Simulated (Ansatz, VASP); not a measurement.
## TaSi2: VASP beside Ansatz

Contents of INCAR:

```
  ALGO = Normal
  EDIFF = 1E-6
  EDIFFG = -0.01
  ENCUT = 600
  GGA = PE
  IBRION = 2
  ISIF = 3
  ISMEAR = 0
  LASPH = True
  LCHARG = False
  LREAL = False
  LWAVE = False
  NELM = 60
  NSW = 100
  PREC = Accurate
  SIGMA = 0.1
```

KPOINTS

```
k-points
0
Gamma
  12 12 8
```

Contents of POSCAR:

```
TaSi2
1.0
    4.6039895850      0.0000000000      0.0000000000
   -2.3019947925      3.9871719394      0.0000000000
    0.0000000000      0.0000000000      5.0189802817
Ta Si
2 4
Direct
    0.3333333333      0.6666666667      0.2500000000
    0.6666666667      0.3333333333      0.7500000000
    0.3333333333      0.6666666667      0.7500000000
    0.6666666667      0.3333333333      0.2500000000
    0.0000000000      0.0000000000      0.0000000000
    0.0000000000      0.0000000000      0.5000000000
```

Input for Ansatz:

```yaml
crystal:
  lattice:
    - [4.6039895287, 0.0, 0.0]
    - [-2.3019947644, 3.9871718906, 0.0]
    - [0.0, 0.0, 5.0189803552]
  atoms:
    - { symbol: Ta, position: [0.3333333333, 0.6666666667, 0.25] }
    - { symbol: Ta, position: [0.6666666667, 0.3333333333, 0.75] }
    - { symbol: Si, position: [0.3333333333, 0.6666666667, 0.75] }
    - { symbol: Si, position: [0.6666666667, 0.3333333333, 0.25] }
    - { symbol: Si, position: [0.0, 0.0, 0.0] }
    - { symbol: Si, position: [0.0, 0.0, 0.5] }
basis:
  ecutwfc: 420
kpoints:
  mp_grid: { grid: [12, 12, 8] }
hamiltonian:
  xc: pbe
scf:
  occupations: { method: gaussian, width: 0.1 }
output:
  forces: true
  stress: true
  eigenvalues: true
  write_density: true
  write_potential: true
  elf: true
  volumetric_format: npy
relax:
  adjacent_minimum: "off"
  f_tol: 0.01
  max_steps: 80
  cell: { stress_tol: 0.05 }
```

Change from the starting cell: species swapped into the Gd2In type (P6_3/mmc, No. 194).

Alike in both runs: task relaxation of cell and atoms; functional PBE; k mesh 12 × 12 × 8; occupations gaussian, width 0.1 eV; no spin polarisation.

```csv
,VASP,Ansatz
version,VASP 6.6.1,Ansatz 0.2.0
potentials or method,"VASP PAW PBE potentials, release 64 (Ta_pv, Si), cutoff 600 eV","scalar-relativistic, plane waves, PAW"
valence electrons in the cell,38,42
```

|  | VASP | Ansatz | Ansatz less VASP |
| --- | --- | --- | --- |
| gap on the k mesh at the Fermi level, each at its own relaxed structure (eV) | none | none | - |
| relaxed volume (Å³/atom) | 15.37 | 15.36 | -0.009 |
| relaxed cell length with the largest relative difference (Å) | 4.592 | 4.591 | -0.0009 |

A gap of «none» marks a metal or a gap that the smearing closes. VASP's potentials hold 38 valence electrons a cell and Ansatz's 42, so a difference there can come from the potentials and not from the codes.

Spin-orbit coupling is off throughout.
